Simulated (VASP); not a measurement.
# HC32F in VASP: a series of runs, part 2 of 2

VASP 6.6.1.

## 4. Single point, PBE+D3(BJ)

Input file INCAR:

```
SYSTEM = HC32F
ALGO = Normal
EDIFF = 1E-6
ENCUT = 520
GGA = PE
ISIF = 2
ISMEAR = 0
IVDW = 12
LASPH = .TRUE.
LCHARG = .FALSE.
LREAL = Auto
LWAVE = .FALSE.
NBANDS = 91
NELM = 100
PREC = Accurate
SIGMA = 0.05
```

Input file KPOINTS:

```
k-points
0
G
  2 2 1
  0 0 0
```

Input file POSCAR:

```
HC32F
1.0
    9.8640000000      0.0000000000      0.0000000000
   -4.9320000000      8.5424750000      0.0000000000
    0.0000000000      0.0000000000     12.0000000000
C F H
32 1 1
Direct
   -0.0024156645      0.0006642103      0.0804140000
    0.1641723032      0.0838214920      0.0804833333
   -0.0024152815      0.2507219512      0.0803755000
    0.1641725822      0.3341357159      0.0803552500
   -0.0023313418      0.5007300577      0.0804069167
    0.1643222920      0.5840768630      0.0803513333
   -0.0023400855      0.7507279799      0.0804215833
    0.1643196421      0.8340204683      0.0804305000
    0.2476402361      0.0006693610      0.0804894167
    0.4143561536      0.0840008311      0.0805873333
    0.2473734424      0.2505773795      0.0805351667
    0.4144115630      0.3341248292      0.0809269167
    0.2476498766      0.5007531190      0.0803059167
    0.4143445017      0.5841715662      0.0803624167
    0.2476673558      0.7507217756      0.0803801667
    0.4143440675      0.8340756046      0.0803847500
    0.4976946732      0.0007026067      0.0804955000
    0.6643491905      0.0840663859      0.0804857500
    0.4978194487      0.2505938853      0.0807656667
    0.6644121381      0.3340562308      0.0806601667
    0.4978461165      0.5010636847      0.0805720000
    0.6644479153      0.5841701615      0.0805490833
    0.4976943602      0.7508025484      0.0803693333
    0.6643474738      0.8340818088      0.0804002500
    0.7476835350      0.0007391301      0.0804275833
    0.9143236618      0.0840643959      0.0804085833
    0.7476923617      0.2507178540      0.0805193333
    0.9143177946      0.3340696929      0.0804112500
    0.7476890211      0.5007442223      0.0805775000
    0.9143291078      0.5840560259      0.0804731667
    0.7477000379      0.7507828820      0.0804219167
    0.9143262166      0.8340429442      0.0804003333
    0.3567265625      0.3219618436      0.3413817500
    0.3637018292      0.3191242585      0.2634692500
```

Potentials or basis: VASP PAW PBE potentials, release 64 (C, F, H).

Command:

```console
$ cat potpaw_PBE.64/C/POTCAR potpaw_PBE.64/F/POTCAR potpaw_PBE.64/H/POTCAR > POTCAR
$ mpirun -np 1 vasp_std > vasp.out
```

OUTCAR:

```text
SYSTEM = HC32F
   EDIFF = 1E-6
   ENCUT = 520
   GGA = PE
   ISIF = 2
   ISMEAR = 0
   IVDW = 12
   LASPH = .TRUE.
   LREAL = Auto
   NELM = 100
   PREC = Accurate
 IVDW          = 12

 ion  position               nearest neighbor table
   1  0.998  0.001  0.080-   2 1.42  32 1.42  26 1.42
   2  0.164  0.084  0.080-   1 1.42   9 1.42  11 1.42
   3  0.998  0.251  0.080-   4 1.42  28 1.42  26 1.42
   4  0.164  0.334  0.080-   3 1.42  13 1.42  11 1.42
   5  0.998  0.501  0.080-   6 1.42  28 1.42  30 1.42
   6  0.164  0.584  0.080-  15 1.42  13 1.42   5 1.42
[... 607 lines left out ...]
  Total       0.85629     0.88667    -0.08237     0.03774     0.04099     0.03569
  in kB       1.35680     1.40493    -0.13051     0.05979     0.06494     0.05654
  external pressure =        0.88 kB  Pullay stress =        0.00 kB

 VOLUME and BASIS-vectors are now :
 -----------------------------------------------------------------------------
  energy-cutoff  :      520.00
  volume of cell :     1011.16
      direct lattice vectors                 reciprocal lattice vectors
     9.864000000  0.000000000  0.000000000     0.101378751  0.058531046  0.000000000
    -4.932000000  8.542475000  0.000000000     0.000000000  0.117062093  0.000000000
     0.000000000  0.000000000 12.000000000     0.000000000  0.000000000  0.083333333

 POSITION                                       TOTAL-FORCE (eV/Angst)
 -----------------------------------------------------------------------------------
      9.83690      0.00567      0.96497        -0.004213      0.003255     -0.001344
      1.20599      0.71604      0.96580        -0.001171      0.001778      0.000010
      8.60361      2.14179      0.96451        -0.006703      0.002129     -0.000874
     -0.02856      2.85435      0.96426         0.008285     -0.013071     -0.001352
      7.37140      4.27747      0.96488        -0.006933     -0.000441      0.000504
     -1.25979      4.98946      0.96422         0.004687     -0.003199      0.000975
[... 26 lines left out ...]
      1.93083      2.75035      4.09658        -0.025795      0.008732      0.318638
      2.01363      2.72611      3.16163         0.033428     -0.007197     -0.327879
 -----------------------------------------------------------------------------------
    total drift:                               -0.010616     -0.029788      0.112137

  FREE ENERGIE OF THE ION-ELECTRON SYSTEM (eV)
  ---------------------------------------------------
  free  energy   TOTEN  =      -306.1369146611 eV

  energy  without entropy=     -306.1369146611  energy(sigma->0) =     -306.13691466
```

OSZICAR:

```text
N       E                     dE             d eps       ncg     rms          rms(c)
DAV:   1     0.116284632989E+04    0.11628E+04   -0.55106E+04   752   0.118E+03
DAV:   2    -0.133786984241E+03   -0.12966E+04   -0.12480E+04  1080   0.292E+02
DAV:   3    -0.318103155620E+03   -0.18432E+03   -0.18346E+03   848   0.114E+02
DAV:   4    -0.323803045728E+03   -0.56999E+01   -0.56854E+01   872   0.248E+01
[... 13 lines left out ...]
DAV:  18    -0.303194521235E+03   -0.67245E-04   -0.71084E-06   679   0.517E-03    0.115E-03
DAV:  19    -0.303194530008E+03   -0.87725E-05   -0.11405E-06   630   0.230E-03    0.688E-04
DAV:  20    -0.303194532265E+03   -0.22573E-05   -0.36033E-07   526   0.121E-03    0.366E-04
DAV:  21    -0.303194534333E+03   -0.20680E-05   -0.12033E-07   480   0.811E-04    0.187E-04
DAV:  22    -0.303194535039E+03   -0.70578E-06   -0.50010E-08   512   0.451E-04
   1 F= -.30613691E+03 E0= -.30613691E+03  d E =-.409362E-12
```

It took 32 min on 1 thread of Intel Xeon 8259CL, shared host; peak memory 1.2 GiB.

Results:

* Free energy: -306.1369 eV
* Largest force: 0.330 eV/Å
* Band gap on the k mesh: 1.93 eV
* Dispersion energy per atom: -0.087 eV

Forces in eV/Å, atoms in the order of the input:
```
C   -0.004  0.003 -0.001
C   -0.001  0.002  0.000
C   -0.007  0.002 -0.001
C    0.008 -0.013 -0.001
C   -0.007  0.000  0.001
C    0.005 -0.003  0.001
C   -0.005  0.002  0.001
C    0.003 -0.004  0.001
C   -0.003  0.005 -0.001
C    0.001 -0.013  0.000
C   -0.011  0.006  0.002
C    0.010 -0.010 -0.007
C   -0.010  0.012 -0.001
C    0.004 -0.001  0.000
C   -0.001  0.008  0.001
C    0.002 -0.007  0.001
C   -0.002  0.005  0.000
C    0.004 -0.004  0.003
C   -0.005  0.008  0.002
C    0.008  0.002  0.001
C   -0.005  0.002  0.002
C    0.008  0.000  0.001
C   -0.002  0.005 -0.001
C    0.005 -0.005  0.002
C   -0.006  0.004 -0.001
C    0.006 -0.004  0.001
C   -0.004 -0.001  0.001
C    0.005  0.000  0.000
C   -0.008 -0.001  0.001
C    0.007 -0.001  0.002
C   -0.005  0.004 -0.001
C    0.003 -0.003  0.001
F   -0.026  0.009  0.319
H    0.033 -0.007 -0.328
```

Levels at points of the mesh, in eV from the valence-band top:
| k point | band 66 | band 67 | band 68 | band 69 | band 70 | band 71 |
| --- | --- | --- | --- | --- | --- | --- |
| (0.00, 0.00, 0.00) | -1.36 | -1.34 | -1.34 | 2.67 | 2.69 | 2.69 |
| (0.50, 0.00, 0.00) | -1.52 | -0.02 | 0.00 | 1.93 | 1.97 | 3.20 |
| (0.00, 0.50, 0.00) | -1.53 | -0.03 | 0.00 | 1.94 | 1.97 | 3.19 |
| (0.50, 0.50, 0.00) | -1.53 | -0.03 | 0.00 | 1.95 | 1.97 | 3.18 |

Caveat: there is no dipole correction, which matters where the two faces differ.

## 5. Summary

```tsv
cell	gap on the mesh (eV)	largest force (eV/Å)
as given, atomic positions A	1.93	0.29
as given, atomic positions B	1.92	0.29
as given, atomic positions C	1.93	0.33
```

Alike in all rows: task single point; level PBE+D3(BJ); potentials or basis VASP PAW PBE potentials, release 64 (C, F, H); no spin polarisation; k mesh 2 × 2 × 1; cutoff (eV) 520; smearing gaussian 0.05 eV.

Caveats: there is no dipole correction, which matters where the two faces differ.

Total energies depend on the potentials used, so only differences within one code and one set of settings carry meaning.
